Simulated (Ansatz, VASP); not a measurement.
## CdSe in VASP and in Ansatz

File INCAR:

```
PREC = Accurate
ENCUT = 520
EDIFF = 1E-6
ISMEAR = 0
SIGMA = 0.05
LREAL = False
LASPH = True
NELM = 100
ALGO = Normal
ISIF = 2
LWAVE = False
LCHARG = True
GGA = PE
LELF = True
LVHAR = True
NBANDS = 16
```

KPOINTS

```
Automatic mesh
0
Gamma
  10 10 10
```

File POSCAR:

```
CdSe
1.0
    0.0000000000      2.8297865805      2.8297865805
    2.8297865805      0.0000000000      2.8297865805
    2.8297865805      2.8297865805      0.0000000000
Cd Se
1 1
Direct
    0.0000000000      0.0000000000      0.0000000000
    0.5000000000      0.5000000000      0.5000000000
```

Input for Ansatz:

```yaml
crystal:
  lattice:
    - [0.0, 2.8297865805, 2.8297865805]
    - [2.8297865805, 0.0, 2.8297865805]
    - [2.8297865805, 2.8297865805, 0.0]
  atoms:
    - { symbol: Cd, position: [0.0, 0.0, 0.0] }
    - { symbol: Se, position: [0.5, 0.5, 0.5] }
basis:
  ecutwfc: 420
  ecutrho_ratio: 4
kpoints:
  mp_grid: { grid: [10, 10, 10] }
hamiltonian:
  xc: pbe
scf:
  occupations: { method: gaussian, width: 0.05 }
output:
  forces: true
  stress: true
  eigenvalues: true
```

Alike in both runs: task single point; functional PBE; k mesh 10 × 10 × 10; occupations gaussian, width 0.05 eV; no spin polarisation.

```csv
,VASP,Ansatz
version,VASP 6.6.1,Ansatz 0.2.0
potentials or method,"VASP PAW PBE potentials, release 64 (Cd, Se), cutoff 520 eV","scalar-relativistic, plane waves, PAW"
valence electrons in the cell,18,36
```

```tsv
	VASP	Ansatz	Ansatz less VASP
gap on the k mesh at the Fermi level (eV)	none	none	-
pressure (GPa)	3.1	2.7	-0.40
```

A gap of «none» marks a metal or a gap that the smearing closes. VASP's potentials hold 18 valence electrons a cell and Ansatz's 36, so a difference there can come from the potentials and not from the codes.
